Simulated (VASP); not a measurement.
CdSe:

```
Cd Se
1.0
     0.00000    3.06778    3.06778
     3.06778    0.00000    3.06778
     3.06778    3.06778    0.00000
Cd Se
1 1
Direct
  0.00000 0.00000 0.00000
  0.25000 0.25000 0.25000
```

Base run:

| Quantity | Value |
| --- | --- |
| Program | VASP 6.6.1 |
| Functional | r2SCAN |
| Potentials or basis | VASP PAW PBE potentials, release 64 (Cd, Se) |
| Cutoff | 520 eV |
| k mesh | 8 × 8 × 8 |
| Occupations | gaussian, width 0.01 eV |
| Spin | no spin polarisation |

Its results: band gap on the k mesh 1.03 eV, direct; pressure 0.2 GPa.

Problem. The run is repeated on the same cell with these changes: functional from r2SCAN to PBE; cutoff from 520 eV to 500 eV; k mesh from 8 × 8 × 8 to 4 × 4 × 4. What comes out?

Solution. Band gap on the k mesh 0.54 eV, direct; pressure 1.9 GPa.

Several settings changed at once, so the effect can't be laid on one alone.

Caveats: some runs use coarse meshes; the PAW data sets were made with another functional, which shifts forces and pressure a little (some runs).

